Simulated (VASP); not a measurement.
# MgB2 (P6/mmm) in VASP: notebook

MgB2 is run at these levels: r2SCAN; tasks: single point.

Program: VASP 6.6.1. These are calculated values, not measurements. Logs are shortened: lines on timing, memory, paths and dates and some standing lists are left out, and cuts for length are marked.

## Step 1: The cell of the first run

The structure is hexagonal, space group P6/mmm (No. 191). The conventional cell has a = 3.044 Å, b = 3.044 Å, c = 3.459 Å, α = 90.00°, β = 90.00°, γ = 120.00°. Mg (site symmetry 6/mmm) has 12 B at 2.47 Å and 6 Mg at 3.04 Å within 3.3 Å. B (site symmetry -6m2) has 3 B at 1.76 Å within 2.3 Å.

## Step 2: Single point, r2SCAN (volume scaled by 0.97, then relaxed in part)

Input file POSCAR:

```
MgB2
1.0
    3.0444684625      0.0000000000      0.0000000000
   -1.5222342312      2.6365870295      0.0000000000
    0.0000000000      0.0000000000      3.4590108610
Mg B
1 2
Direct
    0.0000000000      0.0000000000      0.0000000000
    0.3333333333      0.6666666667      0.5000000000
    0.6666666667      0.3333333333      0.5000000000
```

Input file INCAR.step1:

```
PREC = Accurate
ENCUT = 520
ISMEAR = 0
SIGMA = 0.1
LREAL = False
LASPH = True
NELM = 80
NBANDS = 11
GGA = PE
ALGO = Normal
EDIFF = 1E-4
LWAVE = True
LCHARG = False
```

Input file INCAR.step2:

```
PREC = Accurate
ENCUT = 520
EDIFF = 1E-7
ISMEAR = 0
SIGMA = 0.1
LREAL = False
LASPH = True
NELM = 80
ALGO = Normal
ISIF = 2
LWAVE = False
LCHARG = False
METAGGA = R2SCAN
LMIXTAU = True
NBANDS = 11
ISTART = 1
```

Input file KPOINTS:

```
regular mesh
0
Gamma
  18 18 12
```

Potentials or basis: VASP PAW PBE potentials, release 64 (Mg, B).

Started as:

```bash
> cat potpaw_PBE.64/Mg/POTCAR potpaw_PBE.64/B/POTCAR > POTCAR
> cp INCAR.step1 INCAR
> mpirun -np 1 vasp_std > vasp.out
> cp INCAR.step2 INCAR
> mpirun -np 1 vasp_std > vasp.out
```

OUTCAR:

```text
PREC = Accurate
   ENCUT = 520
   EDIFF = 1E-7
   ISMEAR = 0
   LREAL = False
   LASPH = True
   NELM = 80
   ISIF = 2
   METAGGA = R2SCAN
   ISTART = 1

 ion  position               nearest neighbor table
   1  0.000  0.000  0.000-   2 2.47   3 2.47   2 2.47   3 2.47   2 2.47   2 2.47   3 2.47   3 2.47
                             3 2.47   3 2.47   2 2.47   2 2.47
   2  0.333  0.667  0.500-   3 1.76   3 1.76   3 1.76   1 2.47   1 2.47   1 2.47   1 2.47   1 2.47
                             1 2.47
   3  0.667  0.333  0.500-   2 1.76   2 1.76   2 1.76   1 2.47   1 2.47   1 2.47   1 2.47   1 2.47
                             1 2.47

  LATTYP: Found a hexagonal cell.
 ALAT       =     3.0444684625
 C/A-ratio  =     1.1361624873

  Lattice vectors:

 A1 = (   3.0444684625,   0.0000000000,   0.0000000000)
 A2 = (  -1.5222342312,   2.6365870295,   0.0000000000)
 A3 = (   0.0000000000,   0.0000000000,   3.4590108610)

Analysis of symmetry for initial positions (statically):
=====================================================================
 Subroutine PRICEL returns:
 Original cell was already a primitive cell.

 Routine SETGRP: Setting up the symmetry group for a
 hexagonal supercell.

 Subroutine GETGRP returns: Found 24 space group operations
 (whereof 24 operations were pure point group operations)
 out of a pool of 24 trial point group operations.

The static configuration has the point symmetry D_6h.

Analysis of symmetry for dynamics (positions and initial velocities):
=====================================================================
 Subroutine PRICEL returns:
 Original cell was already a primitive cell.

 Routine SETGRP: Setting up the symmetry group for a
 hexagonal supercell.

 Subroutine GETGRP returns: Found 24 space group operations
 (whereof 24 operations were pure point group operations)
 out of a pool of 24 trial point group operations.

The dynamic configuration has the point symmetry D_6h.

 Subroutine INISYM returns: Found 24 space group operations
 (whereof 24 operations are pure point group operations),
 and found     1 'primitive' translations

----------------------------------------------------------------------------------------

                                     Primitive cell

  volume of cell :      27.7655

  direct lattice vectors                    reciprocal lattice vectors
     3.044468462  0.000000000  0.000000000     0.328464562  0.189639103  0.000000000
    -1.522234231  2.636587029  0.000000000     0.000000000  0.379278207  0.000000000
     0.000000000  0.000000000  3.459010861     0.000000000  0.000000000  0.289099988

  length of vectors
     3.044468462  3.044468462  3.459010861     0.379278207  0.379278207  0.289099988

  position of ions in fractional coordinates (direct lattice)
     0.000000000  0.000000000  0.000000000
     0.333333333  0.666666667  0.500000000
     0.666666667  0.333333333  0.500000000

  ion indices of the primitive-cell ions
   primitive index   ion index
                 1           1
                 2           2
                 3           3

----------------------------------------------------------------------------------------

 KPOINTS: regular mesh

Automatic generation of k-mesh.
 Grid dimensions read from file:
 generate k-points for:   18   18   12

 Generating k-lattice:

  Cartesian coordinates                     Fractional coordinates (reciprocal lattice)
     0.018248031  0.010535506  0.000000000     0.055555556  0.000000000  0.000000000
     0.000000000  0.021071011  0.000000000     0.000000000  0.055555556  0.000000000
     0.000000000  0.000000000  0.024091666     0.000000000  0.000000000  0.083333333

  Length of vectors
     0.021071011  0.021071011  0.024091666

  Shift w.r.t. Gamma in fractional coordinates (k-lattice)
     0.000000000  0.000000000  0.000000000

 Subroutine IBZKPT returns following result:
 ===========================================

 Found    259 irreducible k-points:

 Following reciprocal coordinates:
            Coordinates               Weight
  0.000000  0.000000  0.000000      1.000000
  0.055556  0.000000  0.000000      6.000000
  0.111111  0.000000  0.000000      6.000000
  0.166667  0.000000  0.000000      6.000000
  0.222222 -0.000000  0.000000      6.000000
  0.277778 -0.000000  0.000000      6.000000
[... 16 lines left out ...]
  0.333333  0.111111  0.000000     12.000000
  0.388889  0.111111  0.000000     12.000000
 [... further k-points ...]
   k-points           NKPTS =    259   k-points in BZ     NKDIM =    259   number of bands    NBANDS=     11
   number of dos      NEDOS =    301   number of ions     NIONS =      3
   total plane-waves  NPLWV =  16128
   dimension x,y,z NGX =    24 NGY =   24 NGZ =   28
   dimension x,y,z NGXF=    48 NGYF=   48 NGZF=   56
   ions per type =               1   2
   NGX,Y,Z   is equivalent  to a cutoff of  13.11, 13.11, 13.46 a.u.
   NGXF,Y,Z  is equivalent  to a cutoff of  26.21, 26.21, 26.91 a.u.
 SYSTEM =  unknown system
   PREC   = accura    normal or accurate (medium, high low for compatibility)
   ISTART =      1    job   : 0-new  1-cont  2-samecut
   ICHARG =      0    charge: 1-file 2-atom 10-const
   ISPIN  =      1    spin polarized calculation?
   LNONCOLLINEAR =      F non collinear calculations
   LSORBIT =      F    spin-orbit coupling
   LASPH  =      T    aspherical Exc in radial PAW
   ENCUT  =  520.0 eV  38.22 Ry    6.18 a.u.   5.66  5.66  6.43*2*pi/ulx,y,z
   NELM   =     80;   NELMIN=  2; NELMDL=  0     # of ELM steps
   EDIFF  = 0.1E-06   stopping-criterion for ELM
   LREAL  =      F    real-space projection
   EDIFFG = 0.1E-05   stopping-criterion for IOM
   NSW    =      0    number of steps for IOM
   IBRION =     -1    ionic relax: 0-MD 1-quasi-New 2-CG
   NFREE  =      0    steps in history (QN), initial steepest desc. (CG)
   ISIF   =      2    stress and relaxation
   ISYM   =      2    0-nonsym 1-usesym 2-fastsym
   POTIM  = 0.5000    time-step for ionic-motion
   TEBEG  =    0.0;   TEEND  =   0.0 temperature during run
   PSTRESS=    0.0 pullay stress
   NELECT =       8.0000    total number of electrons
   NUPDOWN=      -1.0000    fix difference up-down
   EMIN   =  10.00;   EMAX   =-10.00  energy-range for DOS
   EFERMI =   0.00;   METHOD = LEGACY
   ISMEAR =     0;   SIGMA  =   0.10  broadening in eV -4-tet -1-fermi 0-gaus
   EFERMI_NEDOS =   21; number of points for ismear=-14 and -15
   IALGO  =     38    algorithm
   IMIX   =      4    mixing-type and parameters
     AMIX     =   0.40;   BMIX     =  1.00
     AMIX_MAG =   1.60;   BMIX_MAG =  1.00
  volume/ion in A,a.u.               =       9.26        62.46
  Fermi-wavevector in a.u.,A,eV,Ry     =   1.081275  2.043314 15.907340  1.169156
  Thomas-Fermi vector in A             =   2.217288
   LORBIT       =      0    0 simple, 1 ext, 2 COOP (PROOUT), +10 PAW based schemes
   METAGGA = R2SCAN    functional components
   LHFCALC =     F    Hartree Fock is set to
   AEXX    =    0.0000 exact exchange contribution
   IVDW    =     0    specifies the selected vdW correction
   LEPSILON=     F    determine dielectric tensor
   LRPA    =     F    only Hartree local field effects (RPA)
 non-spin polarized calculation
 Gauss-broadening in eV      SIGMA  =   0.10
  energy-cutoff  :      520.00
  volume of cell :       27.77
 maximum number of plane-waves:       763
 NGX is ok and might be reduce to    24
   NGX = 11   NGY = 11   NGZ = 13

 number of electron       8.0000000 magnetization

 Free energy of the ion-electron system (eV)
  ---------------------------------------------------
  ext. energy  EPLUGINS =         0.00000000
  ---------------------------------------------------
  free energy    TOTEN  =       -19.39545510 eV

  energy without entropy =      -19.39259224  energy(sigma->0) =      -19.39402367

 E-fermi :   5.5747     XC(G=0): -11.7208

 val. band max:        5.5534540283   @ k =   0.4444  -0.0000   0.0000
 cond. band min:       5.5908062079   @ k =   0.4444   0.1111   0.0833
 fundamental gap:      0.0373521795
 Fermi energy:         5.5746798793

 k-point     1 :       0.0000    0.0000    0.0000
  band No.  band energies     occupation
      1      -7.9068      2.00000
      2       2.4252      2.00000
      3       5.9770      0.00000
      4       5.9770      0.00000
      5       7.7648      0.00000
      6      12.3491      0.00000
      7      12.3491      0.00000
      8      14.4790      0.00000
      9      16.7631      0.00000
     10      19.8692      0.00000
     11      23.3126      0.00000

 k-point     2 :       0.0556    0.0000    0.0000
  band No.  band energies     occupation
      1      -7.8489      2.00000
      2       2.4817      2.00000
      3       5.6633      0.21033
      4       5.8290      0.00032
      5       7.8103      0.00000
      6      12.3546      0.00000
      7      12.6169      0.00000
      8      14.6073      0.00000
      9      16.5306      0.00000
     10      20.1447      0.00000
     11      23.0410      0.00000

 k-point     3 :       0.1111    0.0000    0.0000
  band No.  band energies     occupation
      1      -7.6755      2.00000
      2       2.6508      2.00000
      3       4.8423      2.00000
      4       5.4518      1.91765
      5       7.9556      0.00000
      6      12.2601      0.00000
      7      13.3520      0.00000
      8      15.0031      0.00000
      9      15.8769      0.00000
     10      20.9098      0.00000
     11      22.4167      0.00000
[... 267 lines left out ...]
 k-point    23 :       0.3333    0.1111    0.0000
  band No.  band energies     occupation
      1      -4.9747      2.00000
      2      -1.0156      2.00000
      3       2.4583      2.00000
      4       5.1610      2.00000
      5      10.1179      0.00000
      6      10.2581      0.00000
      7      11.9096      0.00000
      8      14.7795      0.00000
      9      17.9137      0.00000
     10      19.3037      0.00000
     11      20.4634      0.00000

 k-point    24 :       0.3889    0.1111    0.0000
  band No.  band energies     occupation
      1      -4.1864      2.00000
      2      -2.0653      2.00000
      3       2.2858      2.00000
      4       5.7363      0.02229
      5       9.2758      0.00000
      6      10.6654      0.00000
      7      11.7907      0.00000
      8      14.3909      0.00000
      9      17.6605      0.00000
     10      19.9442      0.00000
     11      20.9506      0.00000

 [... further k-points ...]

------------------------ aborting loop because EDIFF is reached ----------------------------------------

  FORCE on cell =-STRESS in cart. coord.  units (eV):
  Direction    XX          YY          ZZ          XY          YZ          ZX
  --------------------------------------------------------------------------------------
  -------------------------------------------------------------------------------------
  Total        0.7802388      0.7802388      0.7225067      0.0000000     -0.0000000     -0.0000000
  in kB       45.0228132     45.0228132     41.6914431      0.0000000     -0.0000000     -0.0000000
  external PRESSURE =      43.9123565 kB  Pullay stress =       0.0000000 kB

 VOLUME and BASIS-vectors are now :
 -----------------------------------------------------------------------------
  energy-cutoff  :      520.00
  volume of cell :       27.77
      direct lattice vectors                 reciprocal lattice vectors
     3.044468462  0.000000000  0.000000000     0.328464562  0.189639103  0.000000000
    -1.522234231  2.636587029  0.000000000     0.000000000  0.379278207  0.000000000
     0.000000000  0.000000000  3.459010861     0.000000000  0.000000000  0.289099988

 POSITION                                       TOTAL-FORCE (eV/Angst)
 -----------------------------------------------------------------------------------
      0.00000      0.00000      0.00000         0.000000      0.000000      0.000000
     -0.00000      1.75772      1.72951        -0.000000      0.000000      0.000000
      1.52223      0.87886      1.72951         0.000000     -0.000000     -0.000000
 -----------------------------------------------------------------------------------
    total drift:                                0.000000     -0.000000      0.000000

  FREE ENERGIE OF THE ION-ELECTRON SYSTEM (eV)
  ---------------------------------------------------
  free  energy   TOTEN  =       -19.3954550989 eV

  energy  without entropy=      -19.3925922439  energy(sigma->0) =      -19.39402367
```

Run time: 3.2 min. Hardware: 1 thread of Intel Xeon 6975P-C (Granite Rapids), shared host; peak memory 0.21 GiB.

What came out:

```
Free energy            : -19.3955 eV
Pressure               : 4.4 GPa
Band gap on the k mesh : zero (band 4 reaches 7.55 eV, above the bottom of band 5 at 3.41 eV)
```

Caveat: the cell differs from its parent crystal (volume scaled by 0.97, then relaxed in part); the PAW data sets were made with another functional, which shifts forces and pressure a little.

## Step 3: Single point, r2SCAN

This run uses another cell than the first one, of 9.54 Å³/atom, 1.031 times its volume.

Input file POSCAR:

```
MgB2
1.0
    3.0693994717      0.0000000000      0.0000000000
   -1.5346997359      2.6581779169      0.0000000000
    0.0000000000      0.0000000000      3.5082967609
Mg B
1 2
Direct
    0.0000000000      0.0000000000      0.0000000000
    0.3333333333      0.6666666667      0.5000000000
    0.6666666667      0.3333333333      0.5000000000
```

Input file INCAR.step1:

```
SYSTEM = MgB2
PREC = Accurate ; ENCUT = 520
ISMEAR = 0 ; SIGMA = 0.1
LREAL = .FALSE. ; LASPH = .TRUE.
NELM = 100 ; NBANDS = 11
GGA = PE ; ALGO = Normal
EDIFF = 1E-4 ; LWAVE = .TRUE.
LCHARG = .FALSE.
```

Input file INCAR.step2:

```
SYSTEM = MgB2
PREC = Accurate ; ENCUT = 520
EDIFF = 1E-6 ; ISMEAR = 0
SIGMA = 0.1 ; LREAL = .FALSE.
LASPH = .TRUE. ; NELM = 100
ALGO = Normal ; ISIF = 2
LWAVE = .FALSE. ; LCHARG = .FALSE.
METAGGA = R2SCAN ; LMIXTAU = .TRUE.
NBANDS = 11 ; ISTART = 1
```

Input file KPOINTS:

```
Automatic mesh
0
G
  18 18 12
  0 0 0
```

Potentials or basis: VASP PAW PBE potentials, release 64 (Mg, B).

Started as:

```bash
> cat potpaw_PBE.64/Mg/POTCAR potpaw_PBE.64/B/POTCAR > POTCAR
> cp INCAR.step1 INCAR
> mpirun -np 1 vasp_std > vasp.out
> cp INCAR.step2 INCAR
> mpirun -np 1 vasp_std > vasp.out
```

Wall time 2.6 min (1 thread of Intel Xeon 6975P-C (Granite Rapids), shared host); peak memory 0.21 GiB.

The run converged. Its results:

* Free energy: -19.4060 eV
* Pressure: -0.4 GPa
* Band gap on the k mesh: zero (band 4 reaches 7.28 eV, above the bottom of band 5 at 3.26 eV)

Stress tensor (GPa, compression positive):
```
-0.29  0.00  0.00
 0.00 -0.29  0.00
 0.00  0.00 -0.60
```

Levels at points of the mesh, in eV from the Fermi level:
```
           k point  band 2  band 3  band 4  band 5  band 6  band 7
(0.00, 0.00, 0.00)   -3.15    0.41    0.41    2.00    6.70    6.70
(0.50, 0.00, 0.00)   -8.33   -2.33    0.21    3.33    4.18    5.84
(0.00, 0.00, 0.50)   -7.80    0.81    0.81    7.01    7.01    8.69
(0.50, 0.00, 0.50)   -7.41   -3.77   -2.03   -1.22    6.14    9.62
```

Caveat: the PAW data sets were made with another functional, which shifts forces and pressure a little.

## Step 4: Single point, r2SCAN

This run uses another cell than the first one, of 9.54 Å³/atom, 1.031 times its volume.

POSCAR is that of step 3.

Input file INCAR.step1:

```
ALGO = Normal
EDIFF = 1E-4
ENCUT = 520
GGA = PE
ISMEAR = 0
LASPH = T
LCHARG = F
LREAL = F
LWAVE = T
NBANDS = 11
NELM = 100
PREC = Accurate
SIGMA = 0.1
```

Input file INCAR.step2:

```
ALGO = Normal
EDIFF = 1E-7
ENCUT = 520
ISIF = 2
ISMEAR = 0
ISTART = 1
LASPH = T
LCHARG = T
LELF = T
LMIXTAU = T
LREAL = F
LVHAR = T
LWAVE = F
METAGGA = R2SCAN
NBANDS = 11
NELM = 100
PREC = Accurate
SIGMA = 0.1
```

Input file KPOINTS:

```
k-points
0
Gamma
  18 18 12
```

Started as:

```bash
> cat potpaw_PBE.64/Mg/POTCAR potpaw_PBE.64/B/POTCAR > POTCAR
> cp INCAR.step1 INCAR
> mpirun -np 1 vasp_std > vasp.out
> cp INCAR.step2 INCAR
> mpirun -np 1 vasp_std > vasp.out
```

Wall time 3.1 min (1 thread of Intel Xeon 6975P-C (Granite Rapids), shared host); peak memory 0.21 GiB.

Results (log left out):

```
Free energy            : -19.4060 eV
Pressure               : -0.4 GPa
Band gap on the k mesh : zero (band 4 reaches 7.28 eV, above the bottom of band 5 at 3.26 eV)
```

Stress tensor (GPa, compression positive):
```
-0.30  0.00  0.00
 0.00 -0.30  0.00
 0.00  0.00 -0.60
```

Levels at points of the mesh, in eV from the Fermi level:
```tsv
k point	band 1	band 2	band 3	band 4	band 5	band 6	band 7	band 8
(0.00, 0.00, 0.00)	-13.30	-3.15	0.41	0.41	2.00	6.70	6.70	8.66
(0.50, 0.00, 0.00)	-9.22	-8.33	-2.33	0.21	3.33	4.18	5.84	8.01
(0.00, 0.00, 0.50)	-12.00	-7.80	0.81	0.81	7.01	7.01	8.69	10.61
(0.50, 0.00, 0.50)	-8.20	-7.41	-3.77	-2.03	-1.22	6.14	9.62	9.82
```

Caveat: the PAW data sets were made with another functional, which shifts forces and pressure a little.

## Step 5: Single point, r2SCAN (volume scaled by 1.03, then relaxed in part)

Input file POSCAR:

```
MgB2
1.0
    3.0929591587      0.0000000000      0.0000000000
   -1.5464795793      2.6785812043      0.0000000000
    0.0000000000      0.0000000000      3.5587051316
Mg B
1 2
Direct
    0.0000000000      0.0000000000      0.0000000000
    0.3333333333      0.6666666667      0.5000000000
    0.6666666667      0.3333333333      0.5000000000
```

Input file INCAR.step1:

```
SYSTEM = MgB2
ALGO = Normal ; EDIFF = 1E-4
ENCUT = 520 ; GGA = PE
ISMEAR = 0 ; LASPH = .True.
LCHARG = .False. ; LREAL = .False.
LWAVE = .True. ; NBANDS = 11
NELM = 60 ; PREC = Accurate
SIGMA = 0.1
```

Input file INCAR.step2:

```
SYSTEM = MgB2
ALGO = Normal ; EDIFF = 1E-6
ENCUT = 520 ; ISIF = 2
ISMEAR = 0 ; ISTART = 1
LASPH = .True. ; LCHARG = .False.
LMIXTAU = .True. ; LREAL = .False.
LWAVE = .False. ; METAGGA = R2SCAN
NBANDS = 11 ; NELM = 60
PREC = Accurate ; SIGMA = 0.1
```

Input file KPOINTS:

```
k-points
0
Gamma
  18 18 12
  0 0 0
```

Started as:

```bash
> cat potpaw_PBE.64/Mg/POTCAR potpaw_PBE.64/B/POTCAR > POTCAR
> cp INCAR.step1 INCAR
> mpirun -np 1 vasp_std > vasp.out
> cp INCAR.step2 INCAR
> mpirun -np 1 vasp_std > vasp.out
```

It took 2.6 min on 1 thread of Intel Xeon 6975P-C (Granite Rapids), shared host; peak memory 0.22 GiB.

The run converged. Its results:

| Property | Result |
| --- | --- |
| Free energy | -19.3925 eV |
| Pressure | -4.5 GPa |
| Band gap on the k mesh | zero (band 4 reaches 7.02 eV, above the bottom of band 5 at 3.12 eV) |

Stress tensor (GPa, compression positive):
```
-4.37  0.00  0.00
 0.00 -4.37  0.00
 0.00  0.00 -4.85
```

Levels at points of the mesh, in eV from the Fermi level:
| k point | band 1 | band 2 | band 3 | band 4 | band 5 | band 6 | band 7 | band 8 |
| --- | --- | --- | --- | --- | --- | --- | --- | --- |
| (0.00, 0.00, 0.00) | -13.12 | -3.16 | 0.42 | 0.42 | 1.81 | 6.64 | 6.64 | 8.44 |
| (0.50, 0.00, 0.00) | -9.11 | -8.20 | -2.27 | 0.17 | 3.22 | 4.15 | 5.60 | 7.66 |
| (0.00, 0.00, 0.50) | -11.89 | -7.68 | 0.80 | 0.80 | 6.95 | 6.95 | 8.58 | 10.24 |
| (0.50, 0.00, 0.50) | -8.15 | -7.32 | -3.69 | -1.98 | -1.20 | 5.99 | 9.46 | 9.57 |

Caveat: the cell differs from its parent crystal (volume scaled by 1.03, then relaxed in part); the PAW data sets were made with another functional, which shifts forces and pressure a little.

## Step 6: Overview

```csv
cell,gap on the mesh (eV),pressure (GPa)
"a = 3.044, b = 3.044, c = 3.459 Å, angles 90.0, 90.0, 120.0°, 3 atoms",none,4.4
"a = 3.069, b = 3.069, c = 3.508 Å, angles 90.0, 90.0, 120.0°, 3 atoms",none,-0.4
"a = 3.093, b = 3.093, c = 3.559 Å, angles 90.0, 90.0, 120.0°, 3 atoms",none,-4.5
```

Alike in all rows: task single point; level r2SCAN; potentials or basis VASP PAW PBE potentials, release 64 (Mg, B); no spin polarisation; k mesh 18 × 18 × 12; cutoff (eV) 520; smearing gaussian 0.1 eV.

Caveats: the PAW data sets were made with another functional, which shifts forces and pressure a little.

Absolute energies hang on the potentials; compare differences alone.
